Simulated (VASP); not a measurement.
Wanted: the native input for a VASP 6.6.1 run.

```
Task                   : single point
Functional             : PBE
Potentials or basis    : VASP PAW PBE potentials, release 64 (Br, Ag)
Cutoff                 : 500 eV
k mesh                 : 5 × 5 × 5
Occupations            : fermi-dirac, width 0.1 eV
Spin                   : no spin polarisation
Dipole correction      : no
Further INCAR settings : ALGO = Normal; EDIFF = 1e-06; NBANDS = 16
```

The structure of AgBr lies in POSCAR:

```
AgBr
1.0
    0.0000000000      2.8629260000      2.8629260000
    2.8629260000      0.0000000000      2.8629260000
    2.8629260000      2.8629260000      0.0000000000
Br Ag
1 1
Direct
    0.5000000000      0.5000000000      0.5000000000
    0.0000000000      0.0000000000      0.0000000000
```

The input as run:

INCAR

```
ALGO = Normal ; EDIFF = 1E-6
ENCUT = 500 ; GGA = PE
GGA_COMPAT = False ; ISIF = 2
ISMEAR = -1 ; LASPH = True
LCHARG = False ; LREAL = False
LWAVE = False ; NBANDS = 16
NELM = 120 ; PREC = Accurate
SIGMA = 0.1
```

KPOINTS

```
k-points
0
Gamma
  5 5 5
```

Potentials or basis: VASP PAW PBE potentials, release 64 (Br, Ag).

Run with:

```sh
$ cat potpaw_PBE.64/Br/POTCAR potpaw_PBE.64/Ag/POTCAR > POTCAR
$ mpirun -np 1 vasp_std > vasp.out
```

Results of the run:

- Pressure: 2.7 GPa
- Band gap on the k mesh: 0.81 eV, indirect (least direct gap 2.63 eV)

It used 11 s of CPU time on 1 thread of AMD EPYC 7R13 Processor (Zen 3), on a shared host.
